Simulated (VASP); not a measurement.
Input of a VASP 6.6.1 run:

INCAR

```
SYSTEM = TmCdBr
PREC     = Accurate       ! precision mode
ENCUT    = 500            ! plane-wave cutoff, eV
EDIFF    = 1E-7           ! SCF threshold, eV
ISMEAR   = 0              ! smearing method
SIGMA    = 0.1            ! smearing width, eV
LREAL    = .False.        ! projectors in reciprocal space
LASPH    = .True.         ! aspherical terms in the spheres
NELM     = 200            ! most SCF steps
ALGO     = Normal         ! electronic algorithm
ISIF     = 3              ! what is computed and relaxed
LWAVE    = .False.        ! write WAVECAR
LCHARG   = .False.        ! write CHGCAR
GGA      = PE             ! functional
IBRION   = 2              ! ionic algorithm
NSW      = 90             ! ionic steps
EDIFFG   = -0.04          ! ionic threshold
GGA_COMPAT= .False.      
NELMIN   = 4            
LMAXMIX  = 6              ! l up to which the mixer works
```

KPOINTS

```
regular mesh
0
Gamma
  4 4 4
  0 0 0
```

Contents of POSCAR:

```
TmCdBr
1.0
    4.8405501044      0.0000000000      0.0000000000
    0.0000000000      4.8405501044      0.0000000000
    0.0000000000      0.0000000000      7.3770563755
Tm Cd Br
2 2 2
Direct
    0.5000000000      0.5000000000      0.0000000000
    0.0000000000      0.0000000000      0.0000000000
    0.0000000000      0.5000000000      0.2837726953
    0.5000000000      0.0000000000      0.7162273047
    0.0000000000      0.5000000000      0.7118024697
    0.5000000000      0.0000000000      0.2881975303
```

Potentials or basis: VASP PAW PBE potentials, release 64 (Tm_3, Cd, Br), 4f in core.

The run is started by

```console
$ cat potpaw_PBE.64/Tm_3/POTCAR potpaw_PBE.64/Cd/POTCAR potpaw_PBE.64/Br/POTCAR > POTCAR
$ mpirun -np 1 vasp_std > vasp.out
```

(1) Estimate the relaxed volume.

(2) What does it give for the space group after relaxing (to 0.1 Å)?

(3) Estimate the band gap on the k mesh.

(4) Estimate the relaxed cell.

Answers

(1) 29.05 Å³/atom.

(2) P4/nmm (No. 129).

(3) zero (bands 28 and 29 overlap by 0.33 eV).

(4) a = 4.897 Å, b = 4.897 Å, c = 7.268 Å, α = 90.00°, β = 90.00°, γ = 90.00°.

Caveat: spin-orbit coupling is left out, which moves the levels of the heavy elements; the 4f electrons are frozen in the core, so they carry no moment and show no levels; the run has no spin polarisation, though such a crystal can be magnetic.
